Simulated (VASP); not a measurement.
# Si2Mo (AlB2 type) (P6/mmm) in VASP: further runs

Si2Mo (AlB2 type) is run at these levels: PBE; tasks: single point.

All numbers are computed with VASP 6.6.1; they aren't measurements. Logs are shortened: lines on timing, memory, paths and dates and some standing lists are left out, and cuts for length are marked.

## 1. The cell of the first run

Symmetry: P6/mmm, No. 191, hexagonal system. Conventional cell: a = 4.115 Å, b = 4.115 Å, c = 2.530 Å, α = 90.00°, β = 90.00°, γ = 120.00°. Mo (site symmetry 6/mmm) has 2 Mo at 2.53 Å and 12 Si at 2.69 Å within 3.3 Å. Within 3.1 Å of Si (site symmetry -6m2) lie 5 Si at 2.38 to 2.53 Å and 6 Mo at 2.69 Å.

## 2. Single point, PBE

INCAR reads:

```
  ALGO = Normal
  EDIFF = 1E-7
  ENCUT = 520
  GGA = PE
  ISIF = 2
  ISMEAR = -1
  LASPH = T
  LCHARG = T
  LELF = T
  LREAL = F
  LVHAR = T
  LWAVE = F
  NBANDS = 18
  NELM = 100
  PREC = Accurate
  SIGMA = 0.05
```

KPOINTS reads:

```
k-points
0
Gamma
  9 9 7
```

POSCAR reads:

```
Si2Mo
1.0
    4.1146018074      0.0000000000      0.0000000000
   -2.0573009037      3.5633496916      0.0000000000
    0.0000000000      0.0000000000      2.5295469428
Mo Si
1 2
Direct
    0.0000000000      0.0000000000      0.0000000000
    0.3333333333      0.6666666667      0.5000000000
    0.6666666667      0.3333333333      0.5000000000
```

Potentials or basis: VASP PAW PBE potentials, release 64 (Mo_sv, Si).

The run is started by

```bash
> cat potpaw_PBE.64/Mo_sv/POTCAR potpaw_PBE.64/Si/POTCAR > POTCAR
> mpirun -np 1 vasp_std > vasp.out
```

OUTCAR:

```text
EDIFF = 1E-7
   ENCUT = 520
   GGA = PE
   ISIF = 2
   ISMEAR = -1
   LASPH = T
   LREAL = F
   NELM = 100
   PREC = Accurate

 ion  position               nearest neighbor table
   1  0.000  0.000  0.000-   2 2.69   3 2.69   2 2.69   3 2.69   2 2.69   2 2.69   3 2.69   3 2.69
                             3 2.69   3 2.69   2 2.69   2 2.69
   2  0.333  0.667  0.500-   3 2.38   3 2.38   3 2.38   1 2.69   1 2.69   1 2.69   1 2.69   1 2.69
                             1 2.69
   3  0.667  0.333  0.500-   2 2.38   2 2.38   2 2.38   1 2.69   1 2.69   1 2.69   1 2.69   1 2.69
                             1 2.69

  LATTYP: Found a hexagonal cell.
 ALAT       =     4.1146018074
 C/A-ratio  =     0.6147732056

  Lattice vectors:

 A1 = (   4.1146018074,   0.0000000000,   0.0000000000)
 A2 = (  -2.0573009037,   3.5633496916,   0.0000000000)
 A3 = (   0.0000000000,   0.0000000000,   2.5295469428)

Analysis of symmetry for initial positions (statically):
=====================================================================
 Subroutine PRICEL returns:
 Original cell was already a primitive cell.

 Routine SETGRP: Setting up the symmetry group for a
 hexagonal supercell.

 Subroutine GETGRP returns: Found 24 space group operations
 (whereof 24 operations were pure point group operations)
 out of a pool of 24 trial point group operations.

The static configuration has the point symmetry D_6h.

Analysis of symmetry for dynamics (positions and initial velocities):
=====================================================================
 Subroutine PRICEL returns:
 Original cell was already a primitive cell.

 Routine SETGRP: Setting up the symmetry group for a
 hexagonal supercell.

 Subroutine GETGRP returns: Found 24 space group operations
 (whereof 24 operations were pure point group operations)
 out of a pool of 24 trial point group operations.

The dynamic configuration has the point symmetry D_6h.

 Subroutine INISYM returns: Found 24 space group operations
 (whereof 24 operations are pure point group operations),
 and found     1 'primitive' translations

----------------------------------------------------------------------------------------

                                     Primitive cell

  volume of cell :      37.0876

  direct lattice vectors                    reciprocal lattice vectors
     4.114601807  0.000000000  0.000000000     0.243036883  0.140317410  0.000000000
    -2.057300904  3.563349692  0.000000000     0.000000000  0.280634820  0.000000000
     0.000000000  0.000000000  2.529546943     0.000000000  0.000000000  0.395327710

  length of vectors
     4.114601807  4.114601807  2.529546943     0.280634820  0.280634820  0.395327710

  position of ions in fractional coordinates (direct lattice)
     0.000000000  0.000000000  0.000000000
     0.333333333  0.666666667  0.500000000
     0.666666667  0.333333333  0.500000000

  ion indices of the primitive-cell ions
   primitive index   ion index
                 1           1
                 2           2
                 3           3

----------------------------------------------------------------------------------------

 KPOINTS: k-points

Automatic generation of k-mesh.
 Grid dimensions read from file:
 generate k-points for:    9    9    7

 Generating k-lattice:

  Cartesian coordinates                     Fractional coordinates (reciprocal lattice)
     0.027004098  0.015590823  0.000000000     0.111111111 -0.000000000  0.000000000
     0.000000000  0.031181647  0.000000000     0.000000000  0.111111111  0.000000000
     0.000000000  0.000000000  0.056475387     0.000000000  0.000000000  0.142857143

  Length of vectors
     0.031181647  0.031181647  0.056475387

  Shift w.r.t. Gamma in fractional coordinates (k-lattice)
     0.000000000  0.000000000  0.000000000

 Subroutine IBZKPT returns following result:
 ===========================================

 Found     48 irreducible k-points:

 Following reciprocal coordinates:
            Coordinates               Weight
  0.000000  0.000000  0.000000      1.000000
  0.111111 -0.000000  0.000000      6.000000
  0.222222 -0.000000  0.000000      6.000000
  0.333333  0.000000  0.000000      6.000000
  0.444444 -0.000000  0.000000      6.000000
  0.111111  0.111111  0.000000      6.000000
[... 16 lines left out ...]
  0.333333  0.222222  0.142857     24.000000
  0.333333  0.333333  0.142857      4.000000
 [... further k-points ...]
   k-points           NKPTS =     48   k-points in BZ     NKDIM =     48   number of bands    NBANDS=     18
   number of dos      NEDOS =    301   number of ions     NIONS =      3
   total plane-waves  NPLWV =  20480
   dimension x,y,z NGX =    32 NGY =   32 NGZ =   20
   dimension x,y,z NGXF=    64 NGYF=   64 NGZF=   40
   ions per type =               1   2
   NGX,Y,Z   is equivalent  to a cutoff of  12.93, 12.93, 13.14 a.u.
   NGXF,Y,Z  is equivalent  to a cutoff of  25.86, 25.86, 26.29 a.u.
 SYSTEM =  unknown system
   PREC   = accura    normal or accurate (medium, high low for compatibility)
   ISTART =      0    job   : 0-new  1-cont  2-samecut
   ICHARG =      2    charge: 1-file 2-atom 10-const
   ISPIN  =      1    spin polarized calculation?
   LNONCOLLINEAR =      F non collinear calculations
   LSORBIT =      F    spin-orbit coupling
   LASPH  =      T    aspherical Exc in radial PAW
   ENCUT  =  520.0 eV  38.22 Ry    6.18 a.u.   7.65  7.65  4.70*2*pi/ulx,y,z
   NELM   =    100;   NELMIN=  2; NELMDL= -5     # of ELM steps
   EDIFF  = 0.1E-06   stopping-criterion for ELM
   LREAL  =      F    real-space projection
   EDIFFG = 0.1E-05   stopping-criterion for IOM
   NSW    =      0    number of steps for IOM
   IBRION =     -1    ionic relax: 0-MD 1-quasi-New 2-CG
   NFREE  =      0    steps in history (QN), initial steepest desc. (CG)
   ISIF   =      2    stress and relaxation
   ISYM   =      2    0-nonsym 1-usesym 2-fastsym
   POTIM  = 0.5000    time-step for ionic-motion
   TEBEG  =    0.0;   TEEND  =   0.0 temperature during run
   PSTRESS=    0.0 pullay stress
   NELECT =      22.0000    total number of electrons
   NUPDOWN=      -1.0000    fix difference up-down
   EMIN   =  10.00;   EMAX   =-10.00  energy-range for DOS
   EFERMI =   0.00;   METHOD = LEGACY
   ISMEAR =    -1;   SIGMA  =   0.05  broadening in eV -4-tet -1-fermi 0-gaus
   EFERMI_NEDOS =   21; number of points for ismear=-14 and -15
   IALGO  =     38    algorithm
   IMIX   =      4    mixing-type and parameters
     AMIX     =   0.40;   BMIX     =  1.00
     AMIX_MAG =   1.60;   BMIX_MAG =  1.00
  volume/ion in A,a.u.               =      12.36        83.43
  Fermi-wavevector in a.u.,A,eV,Ry     =   1.375538  2.599391 25.743664  1.892106
  Thomas-Fermi vector in A             =   2.500865
   LORBIT       =      0    0 simple, 1 ext, 2 COOP (PROOUT), +10 PAW based schemes
   GGA     = PE    functional components
   LHFCALC =     F    Hartree Fock is set to
   AEXX    =    0.0000 exact exchange contribution
   IVDW    =     0    specifies the selected vdW correction
   LEPSILON=     F    determine dielectric tensor
   LRPA    =     F    only Hartree local field effects (RPA)
 non-spin polarized calculation
  energy-cutoff  :      520.00
  volume of cell :       37.09
 maximum number of plane-waves:      1012
 NGX is ok and might be reduce to    32
   NGX = 15   NGY = 15   NGZ =  9

 number of electron      22.0000001 magnetization

 Free energy of the ion-electron system (eV)
  ---------------------------------------------------
  ext. energy  EPLUGINS =         0.00000000
  ---------------------------------------------------
  free energy    TOTEN  =       -20.92685861 eV

  energy without entropy =      -20.91495329  energy(sigma->0) =      -20.92090595

 E-fermi :  13.9590     XC(G=0): -12.8243

 val. band max:       13.8607845717   @ k =   0.2222   0.1111   0.1429
 cond. band min:      14.0110656973   @ k =   0.3333   0.1111   0.4286
 fundamental gap:      0.1502811256
 Fermi energy:        13.9589864828

 k-point     1 :       0.0000    0.0000    0.0000
  band No.  band energies     occupation
      1     -47.2802      2.00000
      2     -21.4375      2.00000
      3     -21.4375      2.00000
      4     -20.5314      2.00000
      5      -0.7219      2.00000
      6       6.9498      2.00000
[... 10 lines left out ...]
     17      21.1177      0.00000
     18      23.6663      0.00000

 k-point     2 :       0.1111   -0.0000    0.0000
  band No.  band energies     occupation
      1     -47.2800      2.00000
      2     -21.4425      2.00000
      3     -21.4386      2.00000
      4     -20.5312      2.00000
      5      -0.5634      2.00000
      6       6.1502      2.00000
[... 10 lines left out ...]
     17      21.1347      0.00000
     18      23.9674      0.00000

 k-point     3 :       0.2222   -0.0000    0.0000
  band No.  band energies     occupation
      1     -47.2796      2.00000
      2     -21.4553      2.00000
      3     -21.4415      2.00000
      4     -20.5308      2.00000
      5      -0.1024      2.00000
      6       4.9299      2.00000
[... 10 lines left out ...]
     17      21.0644      0.00000
     18      24.9827      0.00000

 k-point     4 :       0.3333    0.0000    0.0000
  band No.  band energies     occupation
      1     -47.2791      2.00000
      2     -21.4697      2.00000
      3     -21.4448      2.00000
      4     -20.5304      2.00000
      5       0.6154      2.00000
      6       3.7679      2.00000
[... 375 lines left out ...]
      4     -20.9038      2.00000
      5       1.4190      2.00000
      6       3.9010      2.00000
[... 10 lines left out ...]
     17      22.2985      0.00000
     18      22.4828      0.00000

 k-point    23 :       0.3333    0.2222    0.1429
  band No.  band energies     occupation
      1     -47.2295      2.00000
      2     -21.4246      2.00000
      3     -21.4097      2.00000
      4     -20.9034      2.00000
      5       2.1599      2.00000
      6       3.1738      2.00000
[... 10 lines left out ...]
     17      20.7014      0.00000
     18      22.4967      0.00000

 k-point    24 :       0.3333    0.3333    0.1429
  band No.  band energies     occupation
      1     -47.2294      2.00000
      2     -21.4186      2.00000
      3     -21.4186      2.00000
      4     -20.9032      2.00000
      5       2.7335      2.00000
      6       2.7335      2.00000
[... 10 lines left out ...]
     17      19.9335      0.00000
     18      22.1518      0.00000

 [... further k-points ...]

------------------------ aborting loop because EDIFF is reached ----------------------------------------

  FORCE on cell =-STRESS in cart. coord.  units (eV):
  Direction    XX          YY          ZZ          XY          YZ          ZX
  --------------------------------------------------------------------------------------
  -------------------------------------------------------------------------------------
  Total        6.4953623      6.4953623      6.5428661      0.0000000      0.0000000      0.0000000
  in kB      280.5982549    280.5982549    282.6504064      0.0000000      0.0000000      0.0000000
  external PRESSURE =     281.2823054 kB  Pullay stress =       0.0000000 kB

 VOLUME and BASIS-vectors are now :
 -----------------------------------------------------------------------------
  energy-cutoff  :      520.00
  volume of cell :       37.09
      direct lattice vectors                 reciprocal lattice vectors
     4.114601807  0.000000000  0.000000000     0.243036883  0.140317410  0.000000000
    -2.057300904  3.563349692  0.000000000     0.000000000  0.280634820  0.000000000
     0.000000000  0.000000000  2.529546943     0.000000000  0.000000000  0.395327710

 POSITION                                       TOTAL-FORCE (eV/Angst)
 -----------------------------------------------------------------------------------
      0.00000      0.00000      0.00000         0.000000      0.000000      0.000000
     -0.00000      2.37557      1.26477        -0.000000     -0.000000      0.000000
      2.05730      1.18778      1.26477         0.000000      0.000000     -0.000000
 -----------------------------------------------------------------------------------
    total drift:                                0.000000     -0.000000      0.000000

  FREE ENERGIE OF THE ION-ELECTRON SYSTEM (eV)
  ---------------------------------------------------
  free  energy   TOTEN  =       -20.9268586091 eV

  energy  without entropy=      -20.9149532945  energy(sigma->0) =      -20.92090595
```

Run time: 33 s. Hardware: 1 thread of Intel Xeon 8259CL, shared host; peak memory 0.17 GiB.

What came out:

```
Free energy            : -20.9269 eV
Pressure               : 28.1 GPa
Band gap on the k mesh : zero (bands 11 and 12 overlap by 2.08 eV)
```

Stress tensor (GPa, compression positive):
```
28.06  0.00  0.00
 0.00 28.06  0.00
 0.00  0.00 28.27
```

Caveat: the cell stands under pressure.

## 3. Single point, PBE

INCAR reads:

```
SYSTEM = Si2Mo
PREC     = Accurate       ! precision mode
ENCUT    = 520            ! plane-wave cutoff, eV
EDIFF    = 1E-7           ! SCF threshold, eV
ISMEAR   = -1             ! smearing method
SIGMA    = 0.05           ! smearing width, eV
LREAL    = .FALSE.        ! projectors in reciprocal space
LASPH    = .TRUE.         ! aspherical terms in the spheres
NELM     = 60             ! most SCF steps
ALGO     = Normal         ! electronic algorithm
ISIF     = 2              ! what is computed and relaxed
LWAVE    = .FALSE.        ! write WAVECAR
LCHARG   = .FALSE.        ! write CHGCAR
GGA      = PE             ! functional
NBANDS   = 18             ! bands
```

KPOINTS reads:

```
Automatic mesh
0
G
  9 9 7
  0 0 0
```

POSCAR reads:

```
Si2Mo
1.0
    4.1145228699      0.0000000000      0.0000000000
   -2.0572614350      3.5632813298      0.0000000000
    0.0000000000      0.0000000000      2.5292995848
Mo Si
1 2
Direct
    0.0000000000      0.0000000000      0.0000000000
    0.3333333333      0.6666666667      0.5000000000
    0.6666666667      0.3333333333      0.5000000000
```

Potentials or basis: VASP PAW PBE potentials, release 64 (Mo_sv, Si).

The run is started by

```bash
> cat potpaw_PBE.64/Mo_sv/POTCAR potpaw_PBE.64/Si/POTCAR > POTCAR
> mpirun -np 1 vasp_std > vasp.out
```

Run time: 32 s. Hardware: 1 thread of Intel Xeon 8259CL, shared host; peak memory 0.17 GiB.

The run converged. Its results:

```yaml
Free_energy: -20.9260 eV
Pressure: 28.2 GPa
Band_gap_on_the_k_mesh: zero (bands 11 and 12 overlap by 2.08 eV)
```

Stress tensor (GPa, compression positive):
```
28.09  0.00  0.00
 0.00 28.09  0.00
 0.00  0.00 28.33
```

Levels at points of the mesh, in eV from the Fermi level:
```tsv
k point	band 7	band 8	band 9	band 10	band 11	band 12	band 13	band 14	band 15	band 16
(0.00, 0.00, 0.00)	-7.01	-4.80	-4.63	-0.88	-0.88	1.78	1.78	3.65	3.65	6.16
```

Caveat: the cell stands under pressure.

The gap in the log of VASP goes by the Fermi energy; the results here count the filled bands.